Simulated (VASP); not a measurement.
# BN (P6_3/mmc) in VASP: further runs

BN is run at these levels: PBEsol, LDA; tasks: single point.

Everything below comes from runs of VASP 6.6.1. Logs are shortened: lines on timing, memory, paths and dates and some standing lists are left out, and cuts for length are marked.

## (1) The cell of the first run

Symmetry: P6_3/mmc, No. 194, hexagonal system. The conventional cell has a = 2.498 Å, b = 2.498 Å, c = 6.636 Å, α = 90.00°, β = 90.00°, γ = 120.00°. N (site symmetry -6m2) has 3 B at 1.44 Å within 1.9 Å. Within 1.9 Å of B (site symmetry -6m2) lie 3 N at 1.44 Å.

## (2) Single point, PBEsol

The input, INCAR:

```
PREC = Accurate
ENCUT = 520
EDIFF = 1E-7
ISMEAR = -1
SIGMA = 0.05
LREAL = F
LASPH = T
NELM = 60
ALGO = Normal
ISIF = 2
LWAVE = F
LCHARG = F
GGA = PS
NBANDS = 16
```

The input, KPOINTS:

```
Automatic mesh
0
Gamma
  12 12 4
```

The input, POSCAR:

```
BN
1.0
    2.4982400000      0.0000000000      0.0000000000
   -1.2491200000      2.1635393048      0.0000000000
    0.0000000000      0.0000000000      6.6357000000
N B
2 2
Direct
    0.6666666667      0.3333333333      0.2500000000
    0.3333333333      0.6666666667      0.7500000000
    0.6666666667      0.3333333333      0.7500000000
    0.3333333333      0.6666666667      0.2500000000
```

Potentials or basis: VASP PAW PBE potentials, release 64 (N, B).

The run is started by

```
> cat potpaw_PBE.64/N/POTCAR potpaw_PBE.64/B/POTCAR > POTCAR
> mpirun -np 1 vasp_std > vasp.out
```

OUTCAR:

```text
PREC = Accurate
   ENCUT = 520
   EDIFF = 1E-7
   ISMEAR = -1
   LREAL = F
   LASPH = T
   NELM = 60
   ISIF = 2
   GGA = PS

 ion  position               nearest neighbor table
   1  0.667  0.333  0.250-   4 1.44   4 1.44   4 1.44
   2  0.333  0.667  0.750-   3 1.44   3 1.44   3 1.44
   3  0.667  0.333  0.750-   2 1.44   2 1.44   2 1.44
   4  0.333  0.667  0.250-   1 1.44   1 1.44   1 1.44

  LATTYP: Found a hexagonal cell.
 ALAT       =     2.4982400000
 C/A-ratio  =     2.6561499296

  Lattice vectors:

 A1 = (   2.4982400000,   0.0000000000,   0.0000000000)
 A2 = (  -1.2491200000,   2.1635393048,   0.0000000000)
 A3 = (   0.0000000000,   0.0000000000,   6.6357000000)

Analysis of symmetry for initial positions (statically):
=====================================================================
 Subroutine PRICEL returns:
 Original cell was already a primitive cell.

 Routine SETGRP: Setting up the symmetry group for a
 hexagonal supercell.

 Subroutine GETGRP returns: Found 24 space group operations
 (whereof 12 operations were pure point group operations)
 out of a pool of 24 trial point group operations.

The static configuration has the point symmetry D_3d.
 The point group associated with its full space group is D_6h.

Analysis of symmetry for dynamics (positions and initial velocities):
=====================================================================
 Subroutine PRICEL returns:
 Original cell was already a primitive cell.

 Routine SETGRP: Setting up the symmetry group for a
 hexagonal supercell.

 Subroutine GETGRP returns: Found 24 space group operations
 (whereof 12 operations were pure point group operations)
 out of a pool of 24 trial point group operations.

The dynamic configuration has the point symmetry D_3d.
 The point group associated with its full space group is D_6h.

 Subroutine INISYM returns: Found 24 space group operations
 (whereof 12 operations are pure point group operations),
 and found     1 'primitive' translations

----------------------------------------------------------------------------------------

                                     Primitive cell

  volume of cell :      35.8662

  direct lattice vectors                    reciprocal lattice vectors
     2.498240000  0.000000000  0.000000000     0.400281798  0.231102804  0.000000000
    -1.249120000  2.163539305  0.000000000     0.000000000  0.462205608  0.000000000
     0.000000000  0.000000000  6.635700000     0.000000000  0.000000000  0.150700002

  length of vectors
     2.498240000  2.498240000  6.635700000     0.462205608  0.462205608  0.150700002

  position of ions in fractional coordinates (direct lattice)
     0.666666667  0.333333333  0.250000000
     0.333333333  0.666666667  0.750000000
     0.666666667  0.333333333  0.750000000
     0.333333333  0.666666667  0.250000000

  ion indices of the primitive-cell ions
   primitive index   ion index
                 1           1
                 2           2
                 3           3
                 4           4

----------------------------------------------------------------------------------------

 KPOINTS: Automatic mesh

Automatic generation of k-mesh.
 Grid dimensions read from file:
 generate k-points for:   12   12    4

 Generating k-lattice:

  Cartesian coordinates                     Fractional coordinates (reciprocal lattice)
     0.033356817  0.019258567  0.000000000     0.083333333 -0.000000000  0.000000000
     0.000000000  0.038517134  0.000000000     0.000000000  0.083333333  0.000000000
     0.000000000  0.000000000  0.037675000     0.000000000  0.000000000  0.250000000

  Length of vectors
     0.038517134  0.038517134  0.037675000

  Shift w.r.t. Gamma in fractional coordinates (k-lattice)
     0.000000000  0.000000000  0.000000000

 Subroutine IBZKPT returns following result:
 ===========================================

 Found     57 irreducible k-points:

 Following reciprocal coordinates:
            Coordinates               Weight
  0.000000  0.000000  0.000000      1.000000
  0.083333 -0.000000  0.000000      6.000000
  0.166667  0.000000  0.000000      6.000000
  0.250000  0.000000  0.000000      6.000000
  0.333333  0.000000  0.000000      6.000000
  0.416667  0.000000  0.000000      6.000000
[... 16 lines left out ...]
  0.250000  0.000000  0.250000     12.000000
  0.333333  0.000000  0.250000     12.000000
 [... further k-points ...]
   k-points           NKPTS =     57   k-points in BZ     NKDIM =     57   number of bands    NBANDS=     16
   number of dos      NEDOS =    301   number of ions     NIONS =      4
   total plane-waves  NPLWV =  20000
   dimension x,y,z NGX =    20 NGY =   20 NGZ =   50
   dimension x,y,z NGXF=    40 NGYF=   40 NGZF=  100
   ions per type =               2   2
   NGX,Y,Z   is equivalent  to a cutoff of  13.31, 13.31, 12.53 a.u.
   NGXF,Y,Z  is equivalent  to a cutoff of  26.62, 26.62, 25.05 a.u.
 SYSTEM =  unknown system
   PREC   = accura    normal or accurate (medium, high low for compatibility)
   ISTART =      0    job   : 0-new  1-cont  2-samecut
   ICHARG =      2    charge: 1-file 2-atom 10-const
   ISPIN  =      1    spin polarized calculation?
   LNONCOLLINEAR =      F non collinear calculations
   LSORBIT =      F    spin-orbit coupling
   LASPH  =      T    aspherical Exc in radial PAW
   ENCUT  =  520.0 eV  38.22 Ry    6.18 a.u.   4.65  4.65 12.34*2*pi/ulx,y,z
   NELM   =     60;   NELMIN=  2; NELMDL= -5     # of ELM steps
   EDIFF  = 0.1E-06   stopping-criterion for ELM
   LREAL  =      F    real-space projection
   EDIFFG = 0.1E-05   stopping-criterion for IOM
   NSW    =      0    number of steps for IOM
   IBRION =     -1    ionic relax: 0-MD 1-quasi-New 2-CG
   NFREE  =      0    steps in history (QN), initial steepest desc. (CG)
   ISIF   =      2    stress and relaxation
   ISYM   =      2    0-nonsym 1-usesym 2-fastsym
   POTIM  = 0.5000    time-step for ionic-motion
   TEBEG  =    0.0;   TEEND  =   0.0 temperature during run
   PSTRESS=    0.0 pullay stress
   NELECT =      16.0000    total number of electrons
   NUPDOWN=      -1.0000    fix difference up-down
   EMIN   =  10.00;   EMAX   =-10.00  energy-range for DOS
   EFERMI =   0.00;   METHOD = LEGACY
   ISMEAR =    -1;   SIGMA  =   0.05  broadening in eV -4-tet -1-fermi 0-gaus
   EFERMI_NEDOS =   21; number of points for ismear=-14 and -15
   IALGO  =     38    algorithm
   IMIX   =      4    mixing-type and parameters
     AMIX     =   0.40;   BMIX     =  1.00
     AMIX_MAG =   1.60;   BMIX_MAG =  1.00
  volume/ion in A,a.u.               =       8.97        60.51
  Fermi-wavevector in a.u.,A,eV,Ry     =   1.250891  2.363842 21.289433  1.564729
  Thomas-Fermi vector in A             =   2.384864
   LORBIT       =      0    0 simple, 1 ext, 2 COOP (PROOUT), +10 PAW based schemes
   GGA     = PS    functional components
   LHFCALC =     F    Hartree Fock is set to
   AEXX    =    0.0000 exact exchange contribution
   IVDW    =     0    specifies the selected vdW correction
   LEPSILON=     F    determine dielectric tensor
   LRPA    =     F    only Hartree local field effects (RPA)
 non-spin polarized calculation
  energy-cutoff  :      520.00
  volume of cell :       35.87
 maximum number of plane-waves:       985
 NGX is ok and might be reduce to    20
   NGX =  9   NGY =  9   NGZ = 25

 number of electron      15.9999997 magnetization

 Free energy of the ion-electron system (eV)
  ---------------------------------------------------
  ext. energy  EPLUGINS =         0.00000000
  ---------------------------------------------------
  free energy    TOTEN  =       -36.56291814 eV

  energy without entropy =      -36.56291814  energy(sigma->0) =      -36.56291814

 E-fermi :   3.2869     XC(G=0): -10.3222

 val. band max:        2.2231954422   @ k =   0.3333   0.3333   0.5000
 cond. band min:       6.4021778697   @ k =   0.5000   0.0000   0.0000
 fundamental gap:      4.1789824275
 Fermi energy:         3.2869133772

 k-point     1 :       0.0000    0.0000    0.0000
  band No.  band energies     occupation
      1     -15.5779      2.00000
      2     -15.2730      2.00000
      3      -4.1063      2.00000
      4      -1.9234      2.00000
      5       0.9263      2.00000
      6       0.9263      2.00000
[... 8 lines left out ...]
     15      14.5618      0.00000
     16      15.3035      0.00000

 k-point     2 :       0.0833   -0.0000    0.0000
  band No.  band energies     occupation
      1     -15.4405      2.00000
      2     -15.1404      2.00000
      3      -3.9176      2.00000
      4      -1.7540      2.00000
      5       0.3651      2.00000
      6       0.3979      2.00000
[... 8 lines left out ...]
     15      14.7920      0.00000
     16      15.0412      0.00000

 k-point     3 :       0.1667    0.0000    0.0000
  band No.  band energies     occupation
      1     -15.0357      2.00000
      2     -14.7501      2.00000
      3      -3.3581      2.00000
      4      -1.2561      2.00000
      5      -1.0603      2.00000
      6      -1.0202      2.00000
[... 8 lines left out ...]
     15      16.1339      0.00000
     16      16.1478      0.00000

 k-point     4 :       0.2500    0.0000    0.0000
  band No.  band energies     occupation
      1     -14.3894      2.00000
      2     -14.1294      2.00000
      3      -2.8735      2.00000
      4      -2.8111      2.00000
      5      -2.4523      2.00000
      6      -0.7242      2.00000
[... 8 lines left out ...]
     15      17.4398      0.00000
     16      18.3105      0.00000
[... 324 lines left out ...]
 k-point    22 :       0.1667    0.0000    0.2500
  band No.  band energies     occupation
      1     -14.9961      2.00000
      2     -14.7943      2.00000
      3      -3.1049      2.00000
      4      -1.6545      2.00000
      5      -1.0481      2.00000
      6      -1.0039      2.00000
[... 8 lines left out ...]
     15      16.0326      0.00000
     16      16.1159      0.00000

 k-point    23 :       0.2500    0.0000    0.2500
  band No.  band energies     occupation
      1     -14.3530      2.00000
      2     -14.1693      2.00000
      3      -2.8819      2.00000
      4      -2.8278      2.00000
      5      -2.1868      2.00000
      6      -0.8090      2.00000
[... 8 lines left out ...]
     15      18.3258      0.00000
     16      18.4090      0.00000

 k-point    24 :       0.3333    0.0000    0.2500
  band No.  band energies     occupation
      1     -13.5362      2.00000
      2     -13.3816      2.00000
      3      -4.6739      2.00000
      4      -4.6143      2.00000
      5      -1.3513      2.00000
      6      -1.3072      2.00000
[... 8 lines left out ...]
     15      18.9622      0.00000
     16      20.8770      0.00000

 [... further k-points ...]

------------------------ aborting loop because EDIFF is reached ----------------------------------------

  FORCE on cell =-STRESS in cart. coord.  units (eV):
  Direction    XX          YY          ZZ          XY          YZ          ZX
  --------------------------------------------------------------------------------------
  -------------------------------------------------------------------------------------
  Total        0.7366772      0.7366772      0.1795166     -0.0000000     -0.0000000      0.0000000
  in kB       32.9080495     32.9080495      8.0191712     -0.0000000     -0.0000000      0.0000000
  external PRESSURE =      24.6117567 kB  Pullay stress =       0.0000000 kB

 VOLUME and BASIS-vectors are now :
 -----------------------------------------------------------------------------
  energy-cutoff  :      520.00
  volume of cell :       35.87
      direct lattice vectors                 reciprocal lattice vectors
     2.498240000  0.000000000  0.000000000     0.400281798  0.231102804  0.000000000
    -1.249120000  2.163539305  0.000000000     0.000000000  0.462205608  0.000000000
     0.000000000  0.000000000  6.635700000     0.000000000  0.000000000  0.150700002

 POSITION                                       TOTAL-FORCE (eV/Angst)
 -----------------------------------------------------------------------------------
      1.24912      0.72118      1.65892        -0.000000      0.000000      0.000000
     -0.00000      1.44236      4.97677        -0.000000      0.000000      0.000000
      1.24912      0.72118      4.97677        -0.000000      0.000000      0.000000
     -0.00000      1.44236      1.65892         0.000000      0.000000      0.000000
 -----------------------------------------------------------------------------------
    total drift:                                0.000000     -0.000000      0.000000

  FREE ENERGIE OF THE ION-ELECTRON SYSTEM (eV)
  ---------------------------------------------------
  free  energy   TOTEN  =       -36.5629181422 eV

  energy  without entropy=      -36.5629181422  energy(sigma->0) =      -36.56291814
```

Run time: 13 s. Hardware: 1 thread of Intel Xeon 6975P-C (Granite Rapids), shared host; peak memory 0.16 GiB.

Results:

```yaml
Free_energy: -36.5629 eV
Pressure: 2.5 GPa
Band_gap_on_the_k_mesh: 4.18 eV, indirect (least direct gap 4.60 eV)
```

Caveat: the PAW data sets were made with another functional, which shifts forces and pressure a little; this functional lacks dispersion, which binds the layers, so the pressure and a relaxed spacing across them are unreliable.

## (3) Single point, LDA

The input, INCAR:

```
  ALGO = Normal
  EDIFF = 1E-6
  ENCUT = 520
  ISIF = 2
  ISMEAR = -1
  LASPH = True
  LCHARG = False
  LREAL = False
  LWAVE = False
  NBANDS = 16
  NELM = 100
  PREC = Accurate
  SIGMA = 0.05
```

The input, KPOINTS:

```
k-points
0
Gamma
  12 12 4
```

POSCAR is that of step 2.

Potentials or basis: VASP PAW LDA potentials, release 64 (N, B).

The run is started by

```
> cat potpaw_LDA.64/N/POTCAR potpaw_LDA.64/B/POTCAR > POTCAR
> mpirun -np 1 vasp_std > vasp.out
```

OUTCAR:

```text
EDIFF = 1E-6
   ENCUT = 520
   ISIF = 2
   ISMEAR = -1
   LASPH = True
   LREAL = False
   NELM = 100
   PREC = Accurate

 ion  position               nearest neighbor table
   1  0.667  0.333  0.250-   4 1.44   4 1.44   4 1.44
   2  0.333  0.667  0.750-   3 1.44   3 1.44   3 1.44
   3  0.667  0.333  0.750-   2 1.44   2 1.44   2 1.44
   4  0.333  0.667  0.250-   1 1.44   1 1.44   1 1.44

  LATTYP: Found a hexagonal cell.
 ALAT       =     2.4982400000
 C/A-ratio  =     2.6561499296

  Lattice vectors:

 A1 = (   2.4982400000,   0.0000000000,   0.0000000000)
 A2 = (  -1.2491200000,   2.1635393048,   0.0000000000)
 A3 = (   0.0000000000,   0.0000000000,   6.6357000000)

Analysis of symmetry for initial positions (statically):
=====================================================================
 Subroutine PRICEL returns:
 Original cell was already a primitive cell.

 Routine SETGRP: Setting up the symmetry group for a
 hexagonal supercell.

 Subroutine GETGRP returns: Found 24 space group operations
 (whereof 12 operations were pure point group operations)
 out of a pool of 24 trial point group operations.

[... 172 lines left out ...]
 fundamental gap:      4.0852022378
 Fermi energy:         3.2366444855

 k-point     1 :       0.0000    0.0000    0.0000
  band No.  band energies     occupation
      1     -15.4488      2.00000
      2     -15.1325      2.00000
      3      -4.1864      2.00000
      4      -1.9671      2.00000
      5       0.8482      2.00000
      6       0.8482      2.00000
[... 433 lines left out ...]
      3      -4.6740      2.00000
      4      -4.6134      2.00000
      5      -1.4194      2.00000
      6      -1.3752      2.00000
[... 8 lines left out ...]
     15      18.7724      0.00000
     16      20.6891      0.00000

 [... further k-points ...]

------------------------ aborting loop because EDIFF is reached ----------------------------------------

  FORCE on cell =-STRESS in cart. coord.  units (eV):
  Direction    XX          YY          ZZ          XY          YZ          ZX
  --------------------------------------------------------------------------------------
  -------------------------------------------------------------------------------------
  Total       -0.7587640     -0.7587640     -0.1644970      0.0000000      0.0000000      0.0000000
  in kB      -33.8946867    -33.8946867     -7.3482324      0.0000000      0.0000000      0.0000000
  external PRESSURE =     -25.0458686 kB  Pullay stress =       0.0000000 kB

 VOLUME and BASIS-vectors are now :
 -----------------------------------------------------------------------------
  energy-cutoff  :      520.00
  volume of cell :       35.87
      direct lattice vectors                 reciprocal lattice vectors
     2.498240000  0.000000000  0.000000000     0.400281798  0.231102804  0.000000000
    -1.249120000  2.163539305  0.000000000     0.000000000  0.462205608  0.000000000
     0.000000000  0.000000000  6.635700000     0.000000000  0.000000000  0.150700002

 POSITION                                       TOTAL-FORCE (eV/Angst)
 -----------------------------------------------------------------------------------
      1.24912      0.72118      1.65892        -0.000000      0.000000      0.000000
     -0.00000      1.44236      4.97677         0.000000      0.000000      0.000000
      1.24912      0.72118      4.97677        -0.000000      0.000000      0.000000
     -0.00000      1.44236      1.65892         0.000000     -0.000000      0.000000
 -----------------------------------------------------------------------------------
    total drift:                                0.000000     -0.000000      0.000000

  FREE ENERGIE OF THE ION-ELECTRON SYSTEM (eV)
  ---------------------------------------------------
  free  energy   TOTEN  =       -38.5771363756 eV

  energy  without entropy=      -38.5771363755  energy(sigma->0) =      -38.57713638
```

stdout:

```text
POSCAR found type information on POSCAR N B
 POSCAR found :  2 types and       4 ions
 scaLAPACK will be used
 LDA part: xc-table for (Slater(with rela. corr.)+CA(PZ))
 , standard interpolation
 POSCAR, INCAR and KPOINTS ok, starting setup
 FFT: planning ... GRIDC
 FFT: planning ... GRID_SOFT
 FFT: planning ... GRID
 WAVECAR not read
 entering main loop
```

Wall time 11 s (1 thread of Intel Xeon 6975P-C (Granite Rapids), shared host); peak memory 0.14 GiB.

What came out:

```
Free energy            : -38.5771 eV
Pressure               : -2.5 GPa
Band gap on the k mesh : 4.09 eV, indirect (least direct gap 4.51 eV)
```

Levels at points of the mesh, in eV from the valence-band top:
| k point | band 5 | band 6 | band 7 | band 8 | band 9 | band 10 | band 11 | band 12 |
| --- | --- | --- | --- | --- | --- | --- | --- | --- |
| (0.00, 0.00, 0.00) | -1.33 | -1.33 | -1.30 | -1.30 | 4.94 | 10.06 | 11.49 | 11.49 |
| (0.50, 0.00, 0.00) | -4.17 | -4.10 | -1.49 | -0.44 | 4.09 | 5.54 | 9.53 | 10.01 |
| (0.00, 0.00, 0.50) | -1.31 | -1.31 | -1.31 | -1.31 | 7.37 | 7.37 | 11.55 | 11.55 |
| (0.50, 0.00, 0.50) | -4.14 | -4.14 | -0.94 | -0.94 | 4.57 | 4.57 | 9.97 | 9.97 |

A k mesh can miss the band edges. LDA gaps usually lie below the measured ones, often by a third to a half.
